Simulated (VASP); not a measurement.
# Be (Fd-3m) in VASP: a series of runs

Runs on Be. Level: LDA. Tasks: density of states.

All numbers are computed with VASP 6.6.1; they aren't measurements. Logs are shortened: lines on timing, memory, paths and dates and some standing lists are left out, and cuts for length are marked.

### 1 The cell of the first run

Symmetry: Fd-3m, No. 227, cubic system. Conventional cell: a = 3.555 Å, b = 3.555 Å, c = 3.555 Å, α = 90.00°, β = 90.00°, γ = 90.00°. Be (site symmetry -43m) has 4 Be at 1.54 Å within 2.1 Å.

### 2 Density of states, LDA (volume scaled by 0.4)

POSCAR

```
Be
1.0
    0.0000000000      1.7773385516      1.7773385516
    1.7773385516      0.0000000000      1.7773385516
    1.7773385516      1.7773385516      0.0000000000
Be
2
Direct
   -0.1250000000     -0.1250000000     -0.1250000000
    0.1250000000      0.1250000000      0.1250000000
```

INCAR.step1

```
SYSTEM = Be
PREC = Accurate ; ENCUT = 520
EDIFF = 1E-7 ; ISMEAR = -1
SIGMA = 0.08 ; LREAL = .False.
LASPH = .True. ; NELM = 60
ALGO = Normal ; ISIF = 2
LWAVE = .False. ; LCHARG = .True.
GGA = CA ; NBANDS = 9
```

KPOINTS.step1

```
regular mesh
0
Gamma
  15 15 15
  0 0 0
```

INCAR.step2

```
SYSTEM = Be
PREC = Accurate ; ENCUT = 520
EDIFF = 1E-7 ; ISMEAR = -5
SIGMA = 0.08 ; LREAL = .False.
LASPH = .True. ; NELM = 60
ALGO = Normal ; ISIF = 2
LWAVE = .False. ; LCHARG = .False.
GGA = CA ; LORBIT = 10
NBANDS = 9 ; NEDOS = 1001
ICHARG = 11
```

KPOINTS.step2

```
regular mesh
0
Gamma
  23 23 23
  0 0 0
```

Potentials or basis: VASP PAW LDA potentials, release 64 (Be).

Started as:

```
$ cat potpaw_LDA.64/Be/POTCAR > POTCAR
$ cp INCAR.step1 INCAR
$ cp KPOINTS.step1 KPOINTS
$ mpirun -np 1 vasp_std > vasp.out
$ cp INCAR.step2 INCAR
$ cp KPOINTS.step2 KPOINTS
$ mpirun -np 1 vasp_std > vasp.out
```

OUTCAR:

```text
SYSTEM = Be
   PREC = Accurate
   ENCUT = 520
   EDIFF = 1E-7
   ISMEAR = -5
   LREAL = .False.
   LASPH = .True.
   NELM = 60
   ISIF = 2
   GGA = CA
   LORBIT = 10
   ICHARG = 11

 ion  position               nearest neighbor table
   1  0.875  0.875  0.875-   2 1.54   2 1.54   2 1.54   2 1.54
   2  0.125  0.125  0.125-   1 1.54   1 1.54   1 1.54   1 1.54

  LATTYP: Found a face centered cubic cell.
 ALAT       =     3.5546771032

  Lattice vectors:

 A1 = (   0.0000000000,   1.7773385516,   1.7773385516)
 A2 = (   1.7773385516,   0.0000000000,   1.7773385516)
 A3 = (   1.7773385516,   1.7773385516,   0.0000000000)

Analysis of symmetry for initial positions (statically):
=====================================================================
 Subroutine PRICEL returns:
 Original cell was already a primitive cell.

 Routine SETGRP: Setting up the symmetry group for a
 face centered cubic supercell.

 Subroutine GETGRP returns: Found 48 space group operations
 (whereof 12 operations were pure point group operations)
 out of a pool of 48 trial point group operations.

The static configuration has the point symmetry D_3d.
 The point group associated with its full space group is O_h .

Analysis of symmetry for dynamics (positions and initial velocities):
=====================================================================
 Subroutine PRICEL returns:
 Original cell was already a primitive cell.

 Routine SETGRP: Setting up the symmetry group for a
 face centered cubic supercell.

 Subroutine GETGRP returns: Found 48 space group operations
 (whereof 12 operations were pure point group operations)
 out of a pool of 48 trial point group operations.

The dynamic configuration has the point symmetry D_3d.
 The point group associated with its full space group is O_h .

 Subroutine INISYM returns: Found 48 space group operations
 (whereof 12 operations are pure point group operations),
 and found     1 'primitive' translations

----------------------------------------------------------------------------------------

                                     Primitive cell

  volume of cell :      11.2290

  direct lattice vectors                    reciprocal lattice vectors
     0.000000000  1.777338552  1.777338552    -0.281319504  0.281319504  0.281319504
     1.777338552  0.000000000  1.777338552     0.281319504 -0.281319504  0.281319504
     1.777338552  1.777338552  0.000000000     0.281319504  0.281319504 -0.281319504

  length of vectors
     2.513536285  2.513536285  2.513536285     0.487259674  0.487259674  0.487259674

  position of ions in fractional coordinates (direct lattice)
     0.875000000  0.875000000  0.875000000
     0.125000000  0.125000000  0.125000000

  ion indices of the primitive-cell ions
   primitive index   ion index
                 1           1
                 2           2

----------------------------------------------------------------------------------------

 KPOINTS: regular mesh

Automatic generation of k-mesh.
 Grid dimensions read from file:
 generate k-points for:   23   23   23

 Generating k-lattice:

  Cartesian coordinates                     Fractional coordinates (reciprocal lattice)
    -0.012231283  0.012231283  0.012231283     0.043478261  0.000000000  0.000000000
     0.012231283 -0.012231283  0.012231283     0.000000000  0.043478261  0.000000000
     0.012231283  0.012231283 -0.012231283     0.000000000  0.000000000  0.043478261

  Length of vectors
     0.021185203  0.021185203  0.021185203

  Shift w.r.t. Gamma in fractional coordinates (k-lattice)
     0.000000000  0.000000000  0.000000000

 TETIRR: Found   1662 inequivalent tetrahedra from    73002

 Subroutine IBZKPT returns following result:
 ===========================================

 Found    364 irreducible k-points:

 Following reciprocal coordinates:
            Coordinates               Weight
  0.000000  0.000000  0.000000      1.000000
  0.043478  0.000000  0.000000      8.000000
  0.086957  0.000000  0.000000      8.000000
  0.130435  0.000000  0.000000      8.000000
  0.173913  0.000000  0.000000      8.000000
  0.217391  0.000000  0.000000      8.000000
[... 16 lines left out ...]
  0.478261  0.043478  0.000000     24.000000
 -0.478261  0.043478  0.000000     24.000000
 [... further k-points ...]
   k-points           NKPTS =    364   k-points in BZ     NKDIM =    364   number of bands    NBANDS=      9
   number of dos      NEDOS =   1001   number of ions     NIONS =      2
   total plane-waves  NPLWV =   8000
   dimension x,y,z NGX =    20 NGY =   20 NGZ =   20
   dimension x,y,z NGXF=    40 NGYF=   40 NGZF=   40
   ions per type =               2
   NGX,Y,Z   is equivalent  to a cutoff of  13.23, 13.23, 13.23 a.u.
   NGXF,Y,Z  is equivalent  to a cutoff of  26.46, 26.46, 26.46 a.u.
 SYSTEM =  Be
   PREC   = accura    normal or accurate (medium, high low for compatibility)
   ISTART =      0    job   : 0-new  1-cont  2-samecut
   ICHARG =     11    charge: 1-file 2-atom 10-const
   ISPIN  =      1    spin polarized calculation?
   LNONCOLLINEAR =      F non collinear calculations
   LSORBIT =      F    spin-orbit coupling
   LASPH  =      T    aspherical Exc in radial PAW
   ENCUT  =  520.0 eV  38.22 Ry    6.18 a.u.   4.67  4.67  4.67*2*pi/ulx,y,z
   NELM   =     60;   NELMIN=  2; NELMDL=  0     # of ELM steps
   EDIFF  = 0.1E-06   stopping-criterion for ELM
   LREAL  =      F    real-space projection
   EDIFFG = 0.1E-05   stopping-criterion for IOM
   NSW    =      0    number of steps for IOM
   IBRION =     -1    ionic relax: 0-MD 1-quasi-New 2-CG
   NFREE  =      0    steps in history (QN), initial steepest desc. (CG)
   ISIF   =      2    stress and relaxation
   ISYM   =      2    0-nonsym 1-usesym 2-fastsym
   POTIM  = 0.5000    time-step for ionic-motion
   TEBEG  =    0.0;   TEEND  =   0.0 temperature during run
   PSTRESS=    0.0 pullay stress
   NELECT =       4.0000    total number of electrons
   NUPDOWN=      -1.0000    fix difference up-down
   EMIN   =  10.00;   EMAX   =-10.00  energy-range for DOS
   EFERMI =   0.00;   METHOD = LEGACY
   ISMEAR =    -5;   SIGMA  =   0.08  broadening in eV -4-tet -1-fermi 0-gaus
   EFERMI_NEDOS =   21; number of points for ismear=-14 and -15
   IALGO  =     38    algorithm
   IMIX   =      4    mixing-type and parameters
     AMIX     =   0.40;   BMIX     =  1.00
     AMIX_MAG =   1.60;   BMIX_MAG =  1.00
  volume/ion in A,a.u.               =       5.61        37.89
  Fermi-wavevector in a.u.,A,eV,Ry     =   1.160508  2.193041 18.324027  1.346778
  Thomas-Fermi vector in A             =   2.297089
   LORBIT       =     10    0 simple, 1 ext, 2 COOP (PROOUT), +10 PAW based schemes
   GGA     = CA    functional components
   LHFCALC =     F    Hartree Fock is set to
   AEXX    =    0.0000 exact exchange contribution
   IVDW    =     0    specifies the selected vdW correction
   LEPSILON=     F    determine dielectric tensor
   LRPA    =     F    only Hartree local field effects (RPA)
 non-spin polarized calculation
 Fermi weights with tetrahedron method with Bloechl corrections
  energy-cutoff  :      520.00
  volume of cell :       11.23
 maximum number of plane-waves:       315

 number of electron       4.0000000 magnetization

 Free energy of the ion-electron system (eV)
  ---------------------------------------------------
  ext. energy  EPLUGINS =         0.00000000
  ---------------------------------------------------
  free energy    TOTEN  =         0.36366970 eV

  energy without entropy =        0.36366970  energy(sigma->0) =        0.36366970

 E-fermi :   9.2946     XC(G=0): -11.7515

 val. band max:        9.3072605590   @ k =  -0.4783   0.4348   0.0870
 cond. band min:       9.2804733618   @ k =  -0.3913   0.4348   0.1739
 fundamental gap:     -0.0267871972
 Fermi energy:         9.2945938040

 k-point     1 :       0.0000    0.0000    0.0000
  band No.  band energies     occupation
      1      -2.8187      2.00000
      2      18.1491      0.00000
      3      18.1491      0.00000
      4      18.1491      0.00000
      5      21.7702      0.00000
      6      21.7702      0.00000
      7      21.7702      0.00000
      8      37.0080      0.00000
      9      37.3335      0.00000

 k-point     2 :       0.0435    0.0000    0.0000
  band No.  band energies     occupation
      1      -2.7786      2.00000
      2      17.4950      0.00000
      3      17.9594      0.00000
      4      17.9594      0.00000
      5      22.0086      0.00000
      6      22.0086      0.00000
      7      22.4305      0.00000
      8      35.6843      0.00000
      9      35.8495      0.00000

 k-point     3 :       0.0870    0.0000    0.0000
  band No.  band energies     occupation
      1      -2.6585      2.00000
      2      16.1770      0.00000
      3      17.5096      0.00000
      4      17.5096      0.00000
      5      22.5871      0.00000
      6      22.5871      0.00000
      7      23.7630      0.00000
      8      34.2766      0.00000
      9      34.4574      0.00000

 k-point     4 :       0.1304    0.0000    0.0000
  band No.  band energies     occupation
      1      -2.4596      2.00000
      2      14.7066      0.00000
      3      16.9726      0.00000
      4      16.9726      0.00000
      5      23.2746      0.00000
      6      23.2746      0.00000
      7      25.2403      0.00000
      8      33.0695      0.00000
      9      33.3926      0.00000
[... 205 lines left out ...]
 k-point    22 :       0.4348    0.0435    0.0000
  band No.  band energies     occupation
      1       0.4828      2.00000
      2       6.3483      2.00000
      3      14.2452      0.00000
      4      14.6783      0.00000
      5      22.8782      0.00000
      6      23.7547      0.00000
      7      29.1829      0.00000
      8      32.2062      0.00000
      9      37.7692      0.00000

 k-point    23 :       0.4783    0.0435    0.0000
  band No.  band energies     occupation
      1       0.8605      2.00000
      2       5.7475      2.00000
      3      14.2798      0.00000
      4      14.4549      0.00000
      5      22.8394      0.00000
      6      23.4717      0.00000
      7      29.1618      0.00000
      8      32.3433      0.00000
      9      39.6810      0.00000

 k-point    24 :      -0.4783    0.0435    0.0000
  band No.  band energies     occupation
      1       0.9710      2.00000
      2       5.5813      2.00000
      3      14.2973      0.00000
      4      14.3894      0.00000
      5      22.9249      0.00000
      6      23.2988      0.00000
      7      29.1679      0.00000
      8      32.3750      0.00000
      9      40.9596      0.00000

 [... further k-points ...]
[... 5 lines left out ...]
  --------------------------------------------------------------------------------------
  -------------------------------------------------------------------------------------
  Total       13.7918425     13.7918425     13.7918425      0.0000000     -0.0000000      0.0000000
  in kB     1967.8518112   1967.8518112   1967.8518112      0.0000000     -0.0000000      0.0000000
  external PRESSURE =    1967.8518112 kB  Pullay stress =       0.0000000 kB

 VOLUME and BASIS-vectors are now :
 -----------------------------------------------------------------------------
  energy-cutoff  :      520.00
  volume of cell :       11.23
      direct lattice vectors                 reciprocal lattice vectors
     0.000000000  1.777338552  1.777338552    -0.281319504  0.281319504  0.281319504
     1.777338552  0.000000000  1.777338552     0.281319504 -0.281319504  0.281319504
     1.777338552  1.777338552  0.000000000     0.281319504  0.281319504 -0.281319504

 POSITION                                       TOTAL-FORCE (eV/Angst)
 -----------------------------------------------------------------------------------
      3.11034      3.11034      3.11034         0.000000      0.000000      0.000000
      0.44433      0.44433      0.44433        -0.000000     -0.000000     -0.000000
 -----------------------------------------------------------------------------------
    total drift:                                0.000000      0.000000     -0.000000

  FREE ENERGIE OF THE ION-ELECTRON SYSTEM (eV)
  ---------------------------------------------------
  free  energy   TOTEN  =         0.3636697037 eV

  energy  without entropy=        0.3636697037  energy(sigma->0) =        0.36366970

 total charge

# of ion       s       p       d       tot
------------------------------------------
    1        0.779   1.104   0.000   1.882
    2        0.779   1.104   0.000   1.882
--------------------------------------------------
tot          1.558   2.207   0.000   3.765
```

It took 12 s on 1 thread of Intel Xeon 6975P-C (Granite Rapids), shared host; peak memory 0.14 GiB.

Results:

```yaml
Valence_electrons_inside_the_program's_atomic_spheres: Be 1.88
```

Levels at points of the mesh, in eV from the Fermi level:
```tsv
k point	band 1	band 2	band 3	band 4	band 5	band 6
(0.00, 0.00, 0.00)	-12.11	8.85	8.85	8.85	12.48	12.48
```

Caveat: tetrahedron occupations give inexact forces and stress in metals.

### 3 Density of states, LDA (volume scaled by 0.4)

POSCAR is that of step 2.

INCAR.step1

```
SYSTEM = Be
PREC = Accurate
ENCUT = 520
EDIFF = 1E-6
ISMEAR = -1
SIGMA = 0.08
LREAL = .FALSE.
LASPH = .TRUE.
NELM = 100
ALGO = Normal
ISIF = 2
LWAVE = .FALSE.
LCHARG = .TRUE.
NBANDS = 9
```

KPOINTS.step1

```
Automatic mesh
0
G
  15 15 15
  0 0 0
```

INCAR.step2

```
SYSTEM = Be
PREC = Accurate
ENCUT = 520
EDIFF = 1E-6
ISMEAR = -5
SIGMA = 0.08
LREAL = .FALSE.
LASPH = .TRUE.
NELM = 100
ALGO = Normal
ISIF = 2
LWAVE = .FALSE.
LCHARG = .FALSE.
LORBIT = 11
NBANDS = 9
NEDOS = 1001
ICHARG = 11
```

KPOINTS.step2

```
Automatic mesh
0
G
  23 23 23
  0 0 0
```

Potentials or basis: VASP PAW LDA potentials, release 64 (Be).

Started as:

```
$ cat potpaw_LDA.64/Be/POTCAR > POTCAR
$ cp INCAR.step1 INCAR
$ cp KPOINTS.step1 KPOINTS
$ mpirun -np 1 vasp_std > vasp.out
$ cp INCAR.step2 INCAR
$ cp KPOINTS.step2 KPOINTS
$ mpirun -np 1 vasp_std > vasp.out
```

Run time: 12 s. Hardware: 1 thread of Intel Xeon 6975P-C (Granite Rapids), shared host; peak memory 0.14 GiB.

The run converged. Its results:

| Property | Result |
| --- | --- |
| Valence electrons inside the program's atomic spheres | Be 1.88 |

Levels at points of the mesh, in eV from the Fermi level:
```
           k point  band 1  band 2  band 3  band 4  band 5  band 6  band 7
(0.00, 0.00, 0.00)  -12.11    8.85    8.85    8.85   12.48   12.48   12.48
```

Caveat: tetrahedron occupations give inexact forces and stress in metals.

### 4 Density of states, LDA (volume scaled by 0.75)

POSCAR

```
Be
1.0
    0.0000000000      2.1916468981      2.1916468981
    2.1916468981      0.0000000000      2.1916468981
    2.1916468981      2.1916468981      0.0000000000
Be
2
Direct
   -0.1250000000     -0.1250000000     -0.1250000000
    0.1250000000      0.1250000000      0.1250000000
```

INCAR.step1

```
PREC = Accurate ; ENCUT = 520
EDIFF = 1E-7 ; ISMEAR = -1
SIGMA = 0.08 ; LREAL = F
LASPH = T ; NELM = 80
ALGO = Normal ; ISIF = 2
LWAVE = F ; LCHARG = T
GGA = CA ; NBANDS = 9
```

KPOINTS.step1

```
regular mesh
0
Gamma
  15 15 15
```

INCAR.step2

```
PREC = Accurate ; ENCUT = 520
EDIFF = 1E-7 ; ISMEAR = -5
SIGMA = 0.08 ; LREAL = F
LASPH = T ; NELM = 80
ALGO = Normal ; ISIF = 2
LWAVE = F ; LCHARG = F
GGA = CA ; LORBIT = 10
NBANDS = 9 ; NEDOS = 2001
ICHARG = 11
```

KPOINTS.step2

```
regular mesh
0
Gamma
  23 23 23
```

Started as:

```
$ cat potpaw_LDA.64/Be/POTCAR > POTCAR
$ cp INCAR.step1 INCAR
$ cp KPOINTS.step1 KPOINTS
$ mpirun -np 1 vasp_std > vasp.out
$ cp INCAR.step2 INCAR
$ cp KPOINTS.step2 KPOINTS
$ mpirun -np 1 vasp_std > vasp.out
```

Wall time 14 s (1 thread of Intel Xeon 6975P-C (Granite Rapids), shared host); peak memory 0.16 GiB.

Results (log left out):

* Valence electrons inside the program's atomic spheres: Be 1.18

Levels at points of the mesh, in eV from the Fermi level:
| k point | band 1 | band 2 | band 3 | band 4 | band 5 |
| --- | --- | --- | --- | --- | --- |
| (0.00, 0.00, 0.00) | -8.64 | 5.90 | 5.90 | 5.90 | 8.81 |

Caveat: tetrahedron occupations give inexact forces and stress in metals.

### 5 Density of states, LDA (volume scaled by 0.75)

POSCAR is that of step 4.

INCAR.step1

```
ALGO = Normal ; EDIFF = 1E-7
ENCUT = 520 ; ISIF = 2
ISMEAR = -1 ; LASPH = T
LCHARG = T ; LREAL = F
LWAVE = F ; NBANDS = 9
NELM = 60 ; PREC = Accurate
SIGMA = 0.08
```

KPOINTS.step1

```
k-points
0
Gamma
  15 15 15
```

INCAR.step2

```
ALGO = Normal ; EDIFF = 1E-7
ENCUT = 520 ; ICHARG = 11
ISIF = 2 ; ISMEAR = -5
LASPH = T ; LCHARG = F
LORBIT = 11 ; LREAL = F
LWAVE = F ; NBANDS = 9
NEDOS = 1001 ; NELM = 60
PREC = Accurate ; SIGMA = 0.08
```

KPOINTS.step2

```
k-points
0
Gamma
  23 23 23
```

Started as:

```
$ cat potpaw_LDA.64/Be/POTCAR > POTCAR
$ cp INCAR.step1 INCAR
$ cp KPOINTS.step1 KPOINTS
$ mpirun -np 1 vasp_std > vasp.out
$ cp INCAR.step2 INCAR
$ cp KPOINTS.step2 KPOINTS
$ mpirun -np 1 vasp_std > vasp.out
```

Run time: 14 s. Hardware: 1 thread of Intel Xeon 6975P-C (Granite Rapids), shared host; peak memory 0.16 GiB.

It converged, with:

```
Valence electrons inside the program's atomic spheres : Be 1.18
```

Levels at points of the mesh, in eV from the Fermi level:
```tsv
k point	band 1	band 2	band 3	band 4	band 5	band 6
(0.00, 0.00, 0.00)	-8.64	5.90	5.90	5.90	8.81	8.81
```

Caveat: tetrahedron occupations give inexact forces and stress in metals.
